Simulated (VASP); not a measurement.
Runs of VASP 6.6.1 on Ag. The structure is that of space group Fm-3m (No. 225), or close to it. The cells are those of the table. 

| task | cell | k mesh | cutoff (eV) | smearing | ions in elastic constants | gap on the mesh (eV) | pressure (GPa) | relaxed volume (Å³/atom) |
| --- | --- | --- | --- | --- | --- | --- | --- | --- |
| single point | a = 2.933 Å, angles 60.0°, 1 atom | 18 × 18 × 18 | 520 | gaussian 0.1 eV | - | none | -0.2 | - |
| relaxation of cell and atoms | relaxed from a = 2.933 Å, angles 60.0°, 1 atom | 18 × 18 × 18 | 600 | fermi-dirac 0.15 eV | - | none | 0.0 | 17.82 |
| single point | a = 2.924 Å, angles 60.0°, 1 atom | 8 × 8 × 8 | 520 | gaussian 0.1 eV | - | none | 1.2 | - |
| relaxation of cell and atoms | relaxed from a = 2.924 Å, angles 60.0°, 1 atom | 18 × 18 × 18 | 600 | gaussian 0.1 eV | - | none | 0.0 | (b) |
| single point | a = 2.934 Å, angles 60.0°, 1 atom | 18 × 18 × 18 | 520 | fermi-dirac 0.15 eV | - | none | (a) | - |

Alike in all rows: level PBE; potentials or basis VASP PAW PBE potentials, release 64 (Ag); no spin polarisation.

**Question.** Estimate the missing entries.

**Answer.** (a) -0.1; (b) 17.81.

A k mesh can miss the band edges, and the runs leave out spin-orbit coupling on Ag.

A gap of «none» marks levels without a gap at the run's occupations.
